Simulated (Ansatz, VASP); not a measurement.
## Al: VASP beside Ansatz

The input INCAR:

```
SYSTEM = Al
PREC = Accurate ; ENCUT = 520
EDIFF = 1E-6 ; ISMEAR = 0
SIGMA = 0.2 ; LREAL = .False.
LASPH = .True. ; NELM = 60
ALGO = Fast ; ISIF = 2
LWAVE = .False. ; LCHARG = .False.
GGA = PE ; NBANDS = 30
```

File KPOINTS:

```
regular mesh
0
Gamma
  8 4 2
  0 0 0
```

POSCAR

```
Al
1.0
    1.4283137347     -2.4739119634      0.0000000000
   -4.2849412140     -2.4739119576      0.0000000000
    0.0000000000      0.0000000000    -14.1293201865
Al
12
Direct
    0.5000000000      0.5000000000      1.0000000000
    0.0000000000      0.0000000000      1.0000000000
    0.0000000000      0.6666666667      0.1667050267
    0.5000000000      0.1666666667      0.1667050267
    0.5000000000      0.5000000000      0.3333839865
    0.0000000000      0.0000000000      0.3333839865
    0.0000000000      0.6666666667      0.5000000000
    0.5000000000      0.1666666667      0.5000000000
    0.5000000000      0.5000000000      0.6666160135
    0.0000000000      0.0000000000      0.6666160135
    0.0000000000      0.6666666667      0.8332949733
    0.5000000000      0.1666666667      0.8332949733
```

Input for Ansatz:

```yaml
crystal:
  lattice:
    - [1.4283137347, -2.4739119634, 0.0]
    - [-4.284941214, -2.4739119576, 0.0]
    - [0.0, 0.0, -14.1293201865]
  atoms:
    - { symbol: Al, position: [0.5, 0.5, 1.0] }
    - { symbol: Al, position: [0.0, 0.0, 1.0] }
    - { symbol: Al, position: [0.0, 0.6666666667, 0.1667050267] }
    - { symbol: Al, position: [0.5, 0.1666666667, 0.1667050267] }
    - { symbol: Al, position: [0.5, 0.5, 0.3333839865] }
    - { symbol: Al, position: [0.0, 0.0, 0.3333839865] }
    - { symbol: Al, position: [0.0, 0.6666666667, 0.5] }
    - { symbol: Al, position: [0.5, 0.1666666667, 0.5] }
    - { symbol: Al, position: [0.5, 0.5, 0.6666160135] }
    - { symbol: Al, position: [0.0, 0.0, 0.6666160135] }
    - { symbol: Al, position: [0.0, 0.6666666667, 0.8332949733] }
    - { symbol: Al, position: [0.5, 0.1666666667, 0.8332949733] }
basis:
  ecutwfc: 420
kpoints:
  mp_grid: { grid: [8, 4, 2] }
hamiltonian:
  xc: pbe
scf:
  occupations: { method: gaussian, width: 0.2 }
  lower_state_search: "off"
output:
  forces: true
  stress: true
  eigenvalues: true
```

Alike in both runs: task single point; functional PBE; k mesh 8 × 4 × 2; occupations gaussian, width 0.2 eV; no spin polarisation.

|  | VASP | Ansatz |
| --- | --- | --- |
| version | VASP 6.6.1 | Ansatz 0.2.0 |
| potentials or method | VASP PAW PBE potentials, release 64 (Al), cutoff 520 eV | scalar-relativistic, plane waves, PAW |
| valence electrons in the cell | 36 | 36 |

VASP gave:

| Item | Value |
| --- | --- |
| gap on the k mesh at the Fermi level (eV) | none |
| pressure (GPa) | -0.1 |
| traceless stress, the component that is largest in VASP (GPa) | -2.17 |
| rms of the force components (eV/Å) | 0.004 |

Question: Estimate Ansatz's values.

Answer: gap on the k mesh at the Fermi level (eV): none; pressure (GPa): 0.0; traceless stress, the component that is largest in VASP (GPa): -2.17; rms of the force components (eV/Å): 0.004.

Atom by atom the forces differ by 0.000 eV/Å (rms over components). A gap of «none» marks a metal or a gap that the smearing closes. With one functional, cell and mesh, what is left measures potentials, basis and numerics.
